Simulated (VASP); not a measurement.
# SnO: relaxation of cell and atoms with PBEsol

The system is SnO.

```
CELL_PARAMETERS angstrom
3.81370 0.00000 0.00000
0.00000 3.81370 0.00000
0.00000 0.00000 4.88691
ATOMIC_POSITIONS crystal
Sn 0.50000 0.00000 0.76463
Sn 0.00000 0.50000 0.23537
O 0.00000 0.00000 0.00000
O 0.50000 0.50000 0.00000
```

```json
{"Program": "VASP 6.6.1", "Task": "relaxation of cell and atoms", "Functional": "PBEsol", "Potentials or basis": "VASP PAW PBE potentials, release 64 (Sn_d, O)", "Cutoff": "600 eV", "k mesh": "7 × 7 × 6", "Occupations": "fermi-dirac, width 0.05 eV", "Spin": "no spin polarisation", "Target pressure": "10 GPa", "Dipole correction": "no", "Further INCAR settings": "ALGO = Normal; EDIFF = 1e-06; IBRION = 2; EDIFFG = -0.01; NSW = 60; ISIF = 3"}
```

```yaml
Relaxed_volume: 14.59 Å³/atom
Relaxed_cell: a = 3.686 Å, b = 3.686 Å, c = 4.295 Å, α = 90.00°, β = 90.00°, γ = 90.00°
Space_group_after_relaxing_to_0.05_Å: P4/nmm (No. 129)
Energy_change_on_relaxing_the_enthalpy_is_what_falls: +60.8 meV/atom
Ionic_steps: 14
Pressure_after_relaxing: 10.0 GPa
Band_gap_on_the_k_mesh: zero (band 20 reaches 9.56 eV, above the bottom of band 21 at 8.69 eV)
```

Forces in eV/Å, atoms in the order of the input:
```
Sn   0.000  0.000  0.003
Sn   0.000  0.000 -0.003
O    0.000  0.000  0.000
O    0.000  0.000  0.000
```

Stress tensor (GPa, compression positive):
```
 9.92  0.00  0.00
 0.00  9.92  0.00
 0.00  0.00 10.05
```

Step by step:
```csv
step,energy change (eV),largest force (eV/Å),pressure (GPa),volume (Å³)
1,0.0000,0.1573,-0.36,71.08
2,0.6205,3.0311,21.98,59.90
3,0.1763,1.6196,10.25,64.59
4,0.1748,0.8697,10.30,61.57
5,0.4718,0.7898,13.06,56.34
6,0.2659,0.1735,11.24,58.90
7,0.2895,0.0347,11.46,58.48
8,0.1989,0.2553,8.09,59.29
9,0.1909,0.2965,7.62,59.41
10,0.2841,0.3789,12.04,57.85
11,0.2307,0.0761,9.93,58.57
12,0.2318,0.0851,9.97,58.55
13,0.2381,0.0339,9.97,58.44
14,0.2432,0.0026,9.97,58.36
```

Final structure:
```cif
data_structure
_symmetry_space_group_name_H-M 'P 1'
_symmetry_Int_Tables_number 1
_cell_length_a 3.6861
_cell_length_b 3.6861
_cell_length_c 4.2954
_cell_angle_alpha 90.000
_cell_angle_beta 90.000
_cell_angle_gamma 90.000
_cell_volume 58.36
loop_
_atom_site_label
_atom_site_type_symbol
_atom_site_fract_x
_atom_site_fract_y
_atom_site_fract_z
_atom_site_occupancy
Sn1 Sn 0.50000 0.00000 0.72818 1
Sn2 Sn 0.00000 0.50000 0.27182 1
O1 O 0.00000 0.00000 0.00000 1
O2 O 0.50000 0.50000 0.00000 1
```

Levels at points of the mesh, in eV from the Fermi level:
```csv
k point,band 18,band 19,band 20,band 21,band 22,band 23
"(0.00, 0.00, 0.00)",-3.39,-3.39,0.17,3.06,4.04,4.04
"(0.00, 0.00, 0.50)",-3.41,-2.44,-1.78,1.89,1.92,1.92
```

Wall time 7.6 min on 1 thread of Intel(R) Xeon(R) Platinum 8488C (Sapphire Rapids), with other jobs on the host, peak memory 0.23 GiB.

Caveat: the cell is relaxed towards a set pressure, so the enthalpy falls and the energy may rise; the volume moved by over 15 % at a fixed basis, so the end points are rough; the PAW data sets were made with another functional, which shifts forces and pressure a little; spin-orbit coupling is left out, which moves the levels of the heavy elements.
